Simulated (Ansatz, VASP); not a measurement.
# BN: VASP beside Ansatz

INCAR

```
SYSTEM = BN
ALGO = Normal ; EDIFF = 1E-6
ENCUT = 520 ; GGA = PE
ISIF = 2 ; ISMEAR = 0
LASPH = .TRUE. ; LCHARG = .FALSE.
LREAL = .FALSE. ; LWAVE = .FALSE.
NBANDS = 36 ; NELM = 60
PREC = Accurate ; SIGMA = 0.05
```

The input KPOINTS:

```
k-points
0
G
  10 10 2
  0 0 0
```

Contents of POSCAR:

```
BN
1.0
   -2.5539396017      0.0000000000      0.0000000000
    1.2769698009     -2.2117765748      0.0000000000
   -0.3191147532      0.1842409887     12.6805650000
B N
6 6
Direct
    0.3142541903      0.6857458097      0.2290413333
    0.2864875236      0.7135124764      0.5623746667
    0.2587208569      0.7412791431      0.8957080000
    0.6614708569      0.3385291431      0.0623746667
    0.6337041903      0.3662958097      0.3957080000
    0.6059375236      0.3940624764      0.7290413333
    0.3246513631      0.6753486369      0.1042253333
    0.2968846964      0.7031153036      0.4375586667
    0.2691180297      0.7308819703      0.7708920000
    0.5885680297      0.4114319703      0.9375586667
    0.6441013631      0.3558986369      0.2708920000
    0.6163346964      0.3836653036      0.6042253333
```

Input for Ansatz:

```yaml
crystal:
  lattice:
    - [-2.5539396017, 0.0, 0.0]
    - [1.2769698009, -2.2117765748, 0.0]
    - [-0.3191147532, 0.1842409887, 12.680565]
  atoms:
    - { symbol: B, position: [0.3142541903, 0.6857458097, 0.2290413333] }
    - { symbol: B, position: [0.2864875236, 0.7135124764, 0.5623746667] }
    - { symbol: B, position: [0.2587208569, 0.7412791431, 0.895708] }
    - { symbol: B, position: [0.6614708569, 0.3385291431, 0.0623746667] }
    - { symbol: B, position: [0.6337041903, 0.3662958097, 0.395708] }
    - { symbol: B, position: [0.6059375236, 0.3940624764, 0.7290413333] }
    - { symbol: "N", position: [0.3246513631, 0.6753486369, 0.1042253333] }
    - { symbol: "N", position: [0.2968846964, 0.7031153036, 0.4375586667] }
    - { symbol: "N", position: [0.2691180297, 0.7308819703, 0.770892] }
    - { symbol: "N", position: [0.5885680297, 0.4114319703, 0.9375586667] }
    - { symbol: "N", position: [0.6441013631, 0.3558986369, 0.270892] }
    - { symbol: "N", position: [0.6163346964, 0.3836653036, 0.6042253333] }
basis:
  ecutwfc: 420
kpoints:
  mp_grid: { grid: [10, 10, 2] }
hamiltonian:
  xc: pbe
scf:
  occupations: { method: gaussian, width: 0.05 }
output:
  forces: true
  stress: true
  eigenvalues: true
```

Alike in both runs: task single point; functional PBE; k mesh 10 × 10 × 2; occupations gaussian, width 0.05 eV; no spin polarisation.

```csv
,VASP,Ansatz
version,VASP 6.6.1,Ansatz 0.2.0
potentials or method,"VASP PAW PBE potentials, release 64 (B, N), cutoff 520 eV","scalar-relativistic, plane waves, PAW"
valence electrons in the cell,48,48
```

|  | VASP | Ansatz | Ansatz less VASP |
| --- | --- | --- | --- |
| gap on the k mesh at the Fermi level (eV) | 5.15 | 5.16 | +0.015 |
| least direct gap on the mesh (eV) | 7.84 | 7.85 | +0.007 |
| pressure (GPa) | 0.1 | -0.1 | -0.23 |
| traceless stress, the component that is largest in VASP (GPa) | 8.41 | 8.40 | -0.010 |
| rms of the force components (eV/Å) | 0.460 | 0.461 | +0.0005 |

Atom by atom the forces differ by 0.002 eV/Å (rms over components).
